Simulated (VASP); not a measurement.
A run of VASP 6.6.1 is set up as follows.

The input POSCAR:

```
InPd
1.0
    0.0000000000      2.7460700000      2.7460700000
    2.7460700000      0.0000000000      2.7460700000
    2.7460700000      2.7460700000      0.0000000000
In Pd
1 1
Direct
    0.0000000000      0.0000000000      0.0000000000
    0.5000000000      0.5000000000      0.5000000000
```

Contents of INCAR.step1:

```
SYSTEM = InPd
PREC = Accurate
ENCUT = 600
ISMEAR = -1
SIGMA = 0.05
LREAL = .False.
LASPH = .True.
NELM = 100
GGA = PE
ALGO = Normal
EDIFF = 1E-4
LWAVE = .True.
LCHARG = .False.
```

Contents of INCAR.step2:

```
SYSTEM = InPd
PREC = Accurate
ENCUT = 600
EDIFF = 1E-6
ISMEAR = -1
SIGMA = 0.05
LREAL = .False.
LASPH = .True.
NELM = 100
ALGO = Normal
ISIF = 3
LWAVE = .False.
LCHARG = .False.
METAGGA = R2SCAN
LMIXTAU = .True.
IBRION = 2
NSW = 60
EDIFFG = -0.01
PSTRESS = 300.0
ISTART = 1
```

KPOINTS

```
Automatic mesh
0
Gamma
  8 8 8
  0 0 0
```

Potentials or basis: VASP PAW PBE potentials, release 64 (In_d, Pd).

Run with:

```bash
$ cat potpaw_PBE.64/In_d/POTCAR potpaw_PBE.64/Pd/POTCAR > POTCAR
$ cp INCAR.step1 INCAR
$ mpirun -np 1 vasp_std > vasp.out
$ cp INCAR.step2 INCAR
$ mpirun -np 1 vasp_std > vasp.out
```

Problem. Estimate the band gap on the k mesh.

Solution. Zero (an odd number of electrons rules out a gap without spin polarisation).

Problem. What does it give for the relaxed volume?

Solution. 16.69 Å³/atom.

Problem. What does it give for the relaxed cell?

Solution. a = 3.614 Å, b = 3.614 Å, c = 3.614 Å, α = 60.00°, β = 60.00°, γ = 60.00°.

Step by step:
```tsv
step	energy change (eV)	largest force (eV/Å)	pressure (GPa)	volume (Å³)
1	0.0000	0.0000	-2.53	41.42
2	10.7208	0.0000	339.12	20.98
3	0.3418	0.0000	22.75	34.50
4	0.4314	0.0000	26.42	33.92
5	0.5255	0.0000	30.09	33.38
```

Caveat: the cell is relaxed towards a set pressure, so the run minimises the enthalpy, not the energy; the volume moved by over 15 % at a fixed basis, so the end points are rough; the PAW data sets were made with another functional, which shifts forces and pressure a little; spin-orbit coupling is left out, which moves the levels of the heavy elements.
